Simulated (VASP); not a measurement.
# AlP (F-43m) in VASP: single point with r2SCAN+rVV10

Aim: the single point of AlP with r2SCAN+rVV10.

All numbers are computed with VASP 6.6.1; they aren't measurements. Logs are shortened: lines on timing, memory, paths and dates and some standing lists are left out, and cuts for length are marked.

### Step 1. The cell of the first run

The structure is cubic, space group F-43m (No. 216). Conventional cell: a = 5.469 Å, b = 5.469 Å, c = 5.469 Å, α = 90.00°, β = 90.00°, γ = 90.00°. Within 3.1 Å of Al (site symmetry -43m) lie 4 P at 2.37 Å. Within 3.1 Å of P (site symmetry -43m) lie 4 Al at 2.37 Å.

### Step 2. Single point, r2SCAN+rVV10

POSCAR

```
AlP
1.0
    0.0000000000      2.7345801033      2.7345801033
    2.7345801033      0.0000000000      2.7345801033
    2.7345801033      2.7345801033      0.0000000000
Al P
1 1
Direct
    0.0000000000      0.0000000000      0.0000000000
    0.2500000000      0.2500000000      0.2500000000
```

INCAR.step1

```
  PREC = Accurate
  ENCUT = 550
  ISMEAR = 0
  SIGMA = 0.02
  LREAL = False
  LASPH = True
  NELM = 120
  NBANDS = 11
  GGA = PE
  ALGO = Normal
  EDIFF = 1E-5
  LWAVE = True
  LCHARG = False
  GGA_COMPAT = False
```

INCAR.step2

```
  PREC = Accurate
  ENCUT = 550
  EDIFF = 1E-6
  ISMEAR = 0
  SIGMA = 0.02
  LREAL = False
  LASPH = True
  NELM = 120
  ALGO = Normal
  ISIF = 2
  LWAVE = False
  LCHARG = False
  METAGGA = R2SCAN
  LMIXTAU = True
  LUSE_VDW = True
  IVDW_NL = 2
  BPARAM = 11.95
  CPARAM = 0.0093
  NBANDS = 11
  ISTART = 1
  GGA_COMPAT = False
```

KPOINTS

```
Automatic mesh
0
Gamma
  8 8 8
```

Potentials or basis: VASP PAW PBE potentials, release 64 (Al, P).

Started as:

```console
> cat potpaw_PBE.64/Al/POTCAR potpaw_PBE.64/P/POTCAR > POTCAR
> cp INCAR.step1 INCAR
> mpirun -np 1 vasp_std > vasp.out
> cp INCAR.step2 INCAR
> mpirun -np 1 vasp_std > vasp.out
```

OUTCAR:

```text
PREC = Accurate
   ENCUT = 550
   EDIFF = 1E-6
   ISMEAR = 0
   LREAL = False
   LASPH = True
   NELM = 120
   ISIF = 2
   METAGGA = R2SCAN
   IVDW_NL = 2
   BPARAM = 11.95
   ISTART = 1

 ion  position               nearest neighbor table
   1  0.000  0.000  0.000-   2 2.37   2 2.37   2 2.37   2 2.37
   2  0.250  0.250  0.250-   1 2.37   1 2.37   1 2.37   1 2.37

  LATTYP: Found a face centered cubic cell.
 ALAT       =     5.4691602066

  Lattice vectors:

 A1 = (   0.0000000000,   2.7345801033,   2.7345801033)
 A2 = (   2.7345801033,   0.0000000000,   2.7345801033)
 A3 = (   2.7345801033,   2.7345801033,   0.0000000000)

Analysis of symmetry for initial positions (statically):
=====================================================================
 Subroutine PRICEL returns:
 Original cell was already a primitive cell.

 Routine SETGRP: Setting up the symmetry group for a
 face centered cubic supercell.

 Subroutine GETGRP returns: Found 24 space group operations
 (whereof 24 operations were pure point group operations)
 out of a pool of 48 trial point group operations.

The static configuration has the point symmetry T_d .

Analysis of symmetry for dynamics (positions and initial velocities):
=====================================================================
 Subroutine PRICEL returns:
 Original cell was already a primitive cell.

 Routine SETGRP: Setting up the symmetry group for a
 face centered cubic supercell.

 Subroutine GETGRP returns: Found 24 space group operations
 (whereof 24 operations were pure point group operations)
 out of a pool of 48 trial point group operations.

The dynamic configuration has the point symmetry T_d .

 Subroutine INISYM returns: Found 24 space group operations
 (whereof 24 operations are pure point group operations),
 and found     1 'primitive' translations

----------------------------------------------------------------------------------------

                                     Primitive cell

  volume of cell :      40.8980

  direct lattice vectors                    reciprocal lattice vectors
     0.000000000  2.734580103  2.734580103    -0.182843428  0.182843428  0.182843428
     2.734580103  0.000000000  2.734580103     0.182843428 -0.182843428  0.182843428
     2.734580103  2.734580103  0.000000000     0.182843428  0.182843428 -0.182843428

  length of vectors
     3.867280269  3.867280269  3.867280269     0.316694107  0.316694107  0.316694107

[... 89 lines left out ...]
   TEBEG  =    0.0;   TEEND  =   0.0 temperature during run
   PSTRESS=    0.0 pullay stress
   NELECT =       8.0000    total number of electrons
   NUPDOWN=      -1.0000    fix difference up-down
   EMIN   =  10.00;   EMAX   =-10.00  energy-range for DOS
   EFERMI =   0.00;   METHOD = LEGACY
   ISMEAR =     0;   SIGMA  =   0.02  broadening in eV -4-tet -1-fermi 0-gaus
   EFERMI_NEDOS =   21; number of points for ismear=-14 and -15
   IALGO  =     38    algorithm
   IMIX   =      4    mixing-type and parameters
     AMIX     =   0.40;   BMIX     =  1.00
     AMIX_MAG =   1.60;   BMIX_MAG =  1.00
  volume/ion in A,a.u.               =      20.45       138.00
  Fermi-wavevector in a.u.,A,eV,Ry     =   0.950322  1.795848 12.287587  0.903112
  Thomas-Fermi vector in A             =   2.078688
   LORBIT       =      0    0 simple, 1 ext, 2 COOP (PROOUT), +10 PAW based schemes
   METAGGA = R2SCAN    functional components
   LHFCALC =     F    Hartree Fock is set to
   AEXX    =    0.0000 exact exchange contribution
   IVDW_NL    =     2    kernel type
   BPARAM     =11.9500
   IVDW    =     0    specifies the selected vdW correction
   LEPSILON=     F    determine dielectric tensor
   LRPA    =     F    only Hartree local field effects (RPA)
 non-spin polarized calculation
 Gauss-broadening in eV      SIGMA  =   0.02
  energy-cutoff  :      550.00
  volume of cell :       40.90
 maximum number of plane-waves:      1243
 NGX is ok and might be reduce to    30
   NGX = 15   NGY = 15   NGZ = 15

 number of electron       7.9999999 magnetization

 Free energy of the ion-electron system (eV)
  ---------------------------------------------------
  ext. energy  EPLUGINS =         0.00000000
  ---------------------------------------------------
  free energy    TOTEN  =       -17.02673710 eV

  energy without entropy =      -17.02673710  energy(sigma->0) =      -17.02673710

 E-fermi :   4.4749     XC(G=0):  -9.6525

 val. band max:        4.3594513578   @ k =   0.0000   0.0000   0.0000
 cond. band min:       6.2295929849   @ k =   0.5000   0.5000   0.0000
 fundamental gap:      1.8701416271
 Fermi energy:         4.4749077946

 k-point     1 :       0.0000    0.0000    0.0000
  band No.  band energies     occupation
      1      -7.6102      2.00000
      2       4.3595      2.00000
      3       4.3595      2.00000
      4       4.3595      2.00000
      5       8.2817      0.00000
      6       9.3144      0.00000
      7       9.3144      0.00000
      8       9.3144      0.00000
      9      13.6552      0.00000
     10      13.6552      0.00000
     11      15.4485      0.00000
[... 309 lines left out ...]
 k-point    24 :      -0.3750    0.2500    0.1250
  band No.  band energies     occupation
      1      -5.5464      2.00000
      2      -0.9292      2.00000
      3       1.7103      2.00000
      4       2.8342      2.00000
      5       8.6917      0.00000
      6       9.3217      0.00000
      7      11.7602      0.00000
      8      12.6007      0.00000
      9      14.0058      0.00000
     10      16.5337      0.00000
     11      17.8780      0.00000

 [... further k-points ...]

------------------------ aborting loop because EDIFF is reached ----------------------------------------

  FORCE on cell =-STRESS in cart. coord.  units (eV):
  Direction    XX          YY          ZZ          XY          YZ          ZX
  --------------------------------------------------------------------------------------
  -------------------------------------------------------------------------------------
  Total       -0.0713891     -0.0713891     -0.0713891      0.0000000      0.0000000      0.0000000
  in kB       -2.7966668     -2.7966668     -2.7966668      0.0000000      0.0000000      0.0000000
  external PRESSURE =      -2.7966668 kB  Pullay stress =       0.0000000 kB

 VOLUME and BASIS-vectors are now :
 -----------------------------------------------------------------------------
  energy-cutoff  :      550.00
  volume of cell :       40.90
      direct lattice vectors                 reciprocal lattice vectors
     0.000000000  2.734580103  2.734580103    -0.182843428  0.182843428  0.182843428
     2.734580103  0.000000000  2.734580103     0.182843428 -0.182843428  0.182843428
     2.734580103  2.734580103  0.000000000     0.182843428  0.182843428 -0.182843428

 POSITION                                       TOTAL-FORCE (eV/Angst)
 -----------------------------------------------------------------------------------
      0.00000      0.00000      0.00000         0.000000      0.000000      0.000000
      1.36729      1.36729      1.36729        -0.000000     -0.000000     -0.000000
 -----------------------------------------------------------------------------------
    total drift:                               -0.000000     -0.000000     -0.000000

  FREE ENERGIE OF THE ION-ELECTRON SYSTEM (eV)
  ---------------------------------------------------
  free  energy   TOTEN  =       -17.0267370965 eV

  energy  without entropy=      -17.0267370965  energy(sigma->0) =      -17.02673710
```

Wall time 2.4 min (1 thread of AMD EPYC 7R13, shared host); peak memory 0.25 GiB.

What came out:

```
Free energy            : -17.0267 eV
Pressure               : -0.3 GPa
Band gap on the k mesh : 1.87 eV (least direct gap 3.92 eV)
```

Caveat: the PAW data sets were made with another functional, which shifts forces and pressure a little. A k mesh can miss the band edges.
